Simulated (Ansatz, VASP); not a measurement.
Given: the input of a run of Ansatz 0.2.0 on Ge.

Contents of input.yaml:

```yaml
crystal:
  lattice:
    - [0.0, 2.82891, 2.82891]
    - [2.82891, 0.0, 2.82891]
    - [2.82891, 2.82891, 0.0]
  atoms:
    - { symbol: Ge, position: [0.75, 0.75, 0.75] }
    - { symbol: Ge, position: [0.5, 0.5, 0.5] }
hamiltonian:
  xc: rpbe
  pseudopotentials: { kind: paw }
  dispersion: d3bj
kpoints:
  mp_grid: { grid: [8, 8, 8] }
scf:
  occupations: { method: fermi_dirac, width: 0.05 }
output:
  forces: true
  stress: true
relax:
  f_tol: 0.01
  max_steps: 40
  cell: { stress_tol: 0.05 }
```

Potentials or basis: Ansatz PAW.

Command:

```bash
$ ansatz run input.yaml --threads 2 --pin off --max-ram 5120MiB --backend cpu --events-out ev --progress --plain --runs-dir out
```

Question: Translate it to VASP 6.6.1. Potentials there: VASP PAW PBE potentials, release 64 (Ge_d).

Answer: As run (the cutoff follows the program's own potentials):

Contents of INCAR:

```
  PREC = Accurate
  ENCUT = 600
  EDIFF = 1E-6
  ISMEAR = -1
  SIGMA = 0.05
  LREAL = False
  LASPH = True
  NELM = 80
  ALGO = Normal
  ISIF = 3
  LWAVE = False
  LCHARG = False
  GGA = RP
  IVDW = 12
  IBRION = 2
  NSW = 60
  EDIFFG = -0.01
```

The input KPOINTS:

```
Automatic mesh
0
Gamma
  8 8 8
```

POSCAR

```
Ge
1.0
    0.0000000000      2.8289100000      2.8289100000
    2.8289100000      0.0000000000      2.8289100000
    2.8289100000      2.8289100000      0.0000000000
Ge
2
Direct
    0.7500000000      0.7500000000      0.7500000000
    0.5000000000      0.5000000000      0.5000000000
```

Potentials or basis: VASP PAW PBE potentials, release 64 (Ge_d).

Launch:

```console
$ cat potpaw_PBE.64/Ge_d/POTCAR > POTCAR
$ mpirun -np 1 vasp_std > vasp.out
```

Both were run:

|  | VASP | Ansatz | Ansatz less VASP |
| --- | --- | --- | --- |
| relaxed volume (Å³/atom) | 21.20 | 21.19 | -0.008 |
| relaxed cell length with the largest relative difference (Å) | 3.914 | 3.913 | -0.0005 |

VASP's potentials were made for PBE, not for RPBE.

Noted on Ansatz's run: the plane-wave basis is chosen anew once the cell has moved, so the energies of steps on either side of that aren't comparable.
